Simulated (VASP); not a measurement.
CsB3H2: single point with PBE

The system is CsB3H2.

```
Cs B H
1.0
     3.38581    1.95480    2.76450
    -3.38581    1.95480    2.76450
     0.00000   -3.90959    2.76450
Cs B H
1 3 2
Cartesian
  0.0000 0.0000 4.1467
  -1.6929 0.9774 1.3822
  1.6929 0.9774 1.3822
  0.0000 -1.9548 1.3822
  0.0000 0.0000 6.2201
  0.0000 0.0000 2.0734
```

```
Program                : VASP 6.6.1
Task                   : single point
Functional             : PBE
Potentials or basis    : VASP PAW PBE potentials, release 64 (Cs_sv, B, H)
Cutoff                 : 520 eV
k mesh                 : 4 × 4 × 4
Occupations            : gaussian, width 0.1 eV
Spin                   : no spin polarisation
Dipole correction      : no
Further INCAR settings : ALGO = Normal; EDIFF = 1e-06; NBANDS = 19
```

```json
{
 "Pressure": "-3.5 GPa",
 "Largest force": "2.591 eV/Å",
 "Band gap on the k mesh": "zero (bands 10 and 11 overlap by 0.39 eV)"
}
```

Forces on the atoms (eV/Å):
```
Cs   0.000  0.000  0.000
B    0.000  0.000  0.000
B    0.000  0.000  0.000
B    0.000  0.000  0.000
H    0.000  0.000  2.591
H    0.000  0.000 -2.591
```

Stress tensor (GPa, compression positive):
```
-7.94  0.00  0.00
 0.00 -7.94  0.00
 0.00  0.00  5.40
```

Levels at points of the mesh, in eV from the Fermi level:
```csv
k point,band 6,band 7,band 8,band 9,band 10,band 11,band 12,band 13,band 14,band 15
"(0.00, 0.00, 0.00)",-4.11,-4.11,-2.52,-0.44,-0.16,-0.16,1.34,1.34,1.62,3.19
"(0.50, 0.00, 0.00)",-5.28,-3.87,-2.97,-0.36,-0.36,0.11,0.70,1.22,1.53,2.44
"(0.50, 0.50, 0.00)",-4.76,-4.43,-2.95,-0.67,-0.33,0.23,0.29,1.34,1.46,2.66
"(0.50, 0.50, 0.50)",-5.09,-5.09,-3.07,-0.59,0.02,0.02,1.03,2.78,2.78,2.99
```

Run time: 36 s on 1 thread of Intel(R) Xeon(R) Platinum 8375C CPU @ 2.90GHz (Ice Lake), with other jobs on the host, peak memory 0.21 GiB.

Caveat: the stress differs along the axes, from -8 to 5 GPa; spin-orbit coupling is left out, which moves the levels of the heavy elements; forces of over 1 eV/Å act on the atoms, so gaps and moduli don't describe the material at rest.
